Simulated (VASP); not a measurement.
## Hf4C3: relaxation of cell and atoms with PBE

Crystal: Hf4C3.

```
Hf C
1.0
    -2.46828    2.46828    2.46828
     2.46828   -2.46828    2.46828
     2.46828    2.46828   -2.46828
Hf C
4 3
Cartesian
  0.7007 0.7007 0.7007
  1.7676 1.7676 -1.7676
  1.7676 -1.7676 1.7676
  -1.7676 1.7676 1.7676
  2.4683 0.0000 0.0000
  0.0000 2.4683 0.0000
  0.0000 0.0000 2.4683
```

```
Program                : VASP 6.6.1
Task                   : relaxation of cell and atoms
Functional             : PBE
Potentials or basis    : VASP PAW PBE potentials, release 64 (Hf_pv, C)
Cutoff                 : 600 eV
k mesh                 : 6 × 6 × 6
Occupations            : gaussian, width 0.1 eV
Spin                   : no spin polarisation
Dipole correction      : no
Further INCAR settings : ALGO = Normal; EDIFF = 1e-07; IBRION = 2; EDIFFG = -0.04; NSW = 90; ISIF = 3
```

```json
{
  "Relaxed volume": "13.31 Å³/atom",
  "Relaxed cell": "a = 4.946 Å, b = 4.946 Å, c = 4.946 Å, α = 109.47°, β = 109.47°, γ = 109.47°",
  "Space group after relaxing (to 0.05 Å)": "I-43m (No. 217)",
  "Energy gained by relaxing": "6410.5 meV/atom",
  "Ionic steps": "16",
  "Pressure after relaxing": "-0.2 GPa",
  "Largest force after relaxing": "0.006 eV/Å",
  "Band gap on the k mesh": "zero (band 26 reaches 7.02 eV, above the bottom of band 27 at 6.06 eV)"
}
```

Forces on the atoms (eV/Å):
```
Hf   0.003  0.003  0.003
Hf  -0.003 -0.003  0.003
Hf  -0.003  0.003 -0.003
Hf   0.003 -0.003 -0.003
C    0.000  0.000  0.000
C    0.000  0.000  0.000
C    0.000  0.000  0.000
```

The path:
```
step  energy change (eV)  largest force (eV/Å)  pressure (GPa)  volume (Å³)
   1              0.0000               46.4618          316.65        60.15
   2             -1.7778               10.2224           -2.37       362.21
   3            -10.8181                2.7316          -11.06       302.75
   4            -15.0438                0.7052          -16.83       267.63
   5            -37.6290                0.4386          -36.30       139.09
   6            -42.9042                1.6387           -0.16        94.18
   7            -43.1138                1.6641          -12.72       100.77
   8            -43.1124                1.6704           -9.97        99.11
   9            -43.7303                2.0180            8.96        89.23
  10            -43.7309                2.0215           10.27        88.71
  11            -44.1955                1.6414           11.34        87.97
  12            -44.5547                0.3460           15.26        86.78
  13            -44.8653                0.2149           -1.48        93.66
  14            -44.8665                0.2312           -0.57        93.22
  15            -44.8712                0.1380           -0.41        93.19
  16            -44.8737                0.0055           -0.18        93.15
```

Final structure:
```
CELL_PARAMETERS angstrom
-2.85568 2.85568 2.85568
2.85568 -2.85568 2.85568
2.85568 2.85568 -2.85568
ATOMIC_POSITIONS crystal
Hf 0.61386 0.61386 0.61386
Hf 0.00000 0.00000 0.38614
Hf 0.00000 0.38614 0.00000
Hf 0.38614 0.00000 0.00000
C 0.00000 0.50000 0.50000
C 0.50000 0.00000 0.50000
C 0.50000 0.50000 0.00000
```

Levels at points of the mesh, in eV from the Fermi level:
```
           k point  band 22  band 23  band 24  band 25  band 26  band 27  band 28  band 29
(0.00, 0.00, 0.00)    -2.63    -1.78    -1.78    -1.78     0.01     0.01     1.85     1.85
(0.50, 0.00, 0.00)    -2.36    -1.95    -1.86    -1.48    -0.20     0.39     1.24     1.84
(0.50, 0.50, 0.50)    -0.48    -0.37    -0.37    -0.37     0.45     0.45     0.45     1.22
```

Run time: 11 min on 1 thread of Intel(R) Xeon(R) Platinum 8259CL CPU @ 2.50GHz (Skylake/Cascade Lake) (shared host), peak memory 0.23 GiB.

Caveat: the volume moved by over 15 % at a fixed basis, so the end points are rough; spin-orbit coupling is left out, which moves the levels of the heavy elements.
